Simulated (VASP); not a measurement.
A run of VASP 6.6.1:

Contents of INCAR:

```
PREC = Accurate ; ENCUT = 600
EDIFF = 1E-6 ; ISMEAR = 0
SIGMA = 0.05 ; LREAL = False
LASPH = True ; NELM = 80
ALGO = Normal ; ISIF = 4
LWAVE = False ; LCHARG = False
GGA = PE ; IBRION = 2
NSW = 60 ; EDIFFG = -0.01
```

The input KPOINTS:

```
Automatic mesh
0
Gamma
  14 14 14
```

Contents of POSCAR:

```
ZrSi2
1.0
   -1.7013163216      1.7013163216      4.7088046500
    1.7013163216     -1.7013163216      4.7088046500
    1.7013163216      1.7013163216     -4.7088046500
Zr Si
1 2
Direct
    0.0000000000      0.0000000000      0.0000000000
    0.3096195337      0.3096195337      0.0000000000
    0.6903804663      0.6903804663      0.0000000000
```

Potentials or basis: VASP PAW PBE potentials, release 64 (Zr_sv, Si).

Run with:

```bash
$ cat potpaw_PBE.64/Zr_sv/POTCAR potpaw_PBE.64/Si/POTCAR > POTCAR
$ mpirun -np 1 vasp_std > vasp.out
```

Hardware: 1 thread of Intel(R) Xeon(R) Platinum 8259CL CPU @ 2.50GHz (Skylake/Cascade Lake) (shared host).

Q: Estimate the wall time of this run.

A: Run time: 12 min on 1 thread of Intel(R) Xeon(R) Platinum 8259CL CPU @ 2.50GHz (Skylake/Cascade Lake), with other jobs on the host, peak memory 0.44 GiB. Counts: scf iterations 21, k points 244, ion steps 3.
